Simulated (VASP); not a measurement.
Set up this calculation in VASP 6.6.1, as the native input.

- Task: single point
- Functional: HF
- Potentials or basis: VASP PAW PBE potentials, release 64 (C)
- Cutoff: 520 eV
- k mesh: 9 × 9 × 4
- Occupations: gaussian, width 0.01 eV
- Spin: no spin polarisation
- Dipole correction: no
- Grid for exact exchange (PRECFOCK): Normal
- Further INCAR settings: ALGO = Normal; EDIFF = 1e-07; NBANDS = 16
- Share of exact exchange: 1

The system is C.

```
CELL_PARAMETERS angstrom
2.50320 0.00000 0.00000
-1.25160 2.16783 0.00000
0.00000 0.00000 4.16887
ATOMIC_POSITIONS crystal
C 0.33333 0.66667 0.00023
C 0.66667 0.33333 0.50023
C 0.33333 0.66667 0.37477
C 0.66667 0.33333 0.87477
```

These files were run (other wordings do the same):

POSCAR

```
C
1.0
    2.5031953710      0.0000000000      0.0000000000
   -1.2515976855      2.1678307819      0.0000000000
    0.0000000000      0.0000000000      4.1688692747
C
4
Direct
    0.3333333333      0.6666666667      0.0002313176
    0.6666666667      0.3333333333      0.5002313176
    0.3333333333      0.6666666667      0.3747686824
    0.6666666667      0.3333333333      0.8747686824
```

INCAR.step1

```
PREC     = Accurate       # precision mode
ENCUT    = 520            # plane-wave cutoff, eV
EDIFF    = 1E-5           # SCF threshold, eV
ISMEAR   = 0              # smearing method
SIGMA    = 0.01           # smearing width, eV
LREAL    = F              # projectors in reciprocal space
LASPH    = T              # aspherical terms in the spheres
NELM     = 100            # most SCF steps
ALGO     = Normal         # electronic algorithm
ISIF     = 2              # what is computed and relaxed
LWAVE    = T              # write WAVECAR
GGA      = PE             # functional
NBANDS   = 16             # bands
```

INCAR.step2

```
PREC     = Accurate       # precision mode
ENCUT    = 520            # plane-wave cutoff, eV
EDIFF    = 1E-7           # SCF threshold, eV
ISMEAR   = 0              # smearing method
SIGMA    = 0.01           # smearing width, eV
LREAL    = F              # projectors in reciprocal space
LASPH    = T              # aspherical terms in the spheres
NELM     = 100            # most SCF steps
ALGO     = Normal         # electronic algorithm
ISIF     = 2              # what is computed and relaxed
LWAVE    = F              # write WAVECAR
LCHARG   = T              # write CHGCAR
GGA      = PE             # functional
LHFCALC  = T              # exact exchange
AEXX     = 1.0            # exact-exchange fraction
ALDAC    = 0.0          
AGGAC    = 0.0          
PRECFOCK = Normal       
LELF     = T              # ELF
LVHAR    = T            
ISTART   = 1            
NBANDS   = 16             # bands
```

KPOINTS

```
Automatic mesh
0
Gamma
  9 9 4
```

Potentials or basis: VASP PAW PBE potentials, release 64 (C).

Launch:

```console
$ cat potpaw_PBE.64/C/POTCAR > POTCAR
$ cp INCAR.step1 INCAR
$ mpirun -np 1 vasp_std > vasp.out
$ cp INCAR.step2 INCAR
$ mpirun -np 1 vasp_std > vasp.out
```

It gave:

| Quantity | Value |
| --- | --- |
| Pressure | -2.9 GPa |
| Largest force | 0.047 eV/Å |
| Band gap on the k mesh | 11.52 eV (least direct gap 14.07 eV) |

Caveat: the PAW data sets were made with another functional, which shifts forces and pressure a little; an odd mesh through Γ misses points on the zone boundary, where band edges can lie.

Wall time 61 min on 1 thread of Oxide Virtual Turin-like Processor (shared host), peak memory 0.11 GiB.
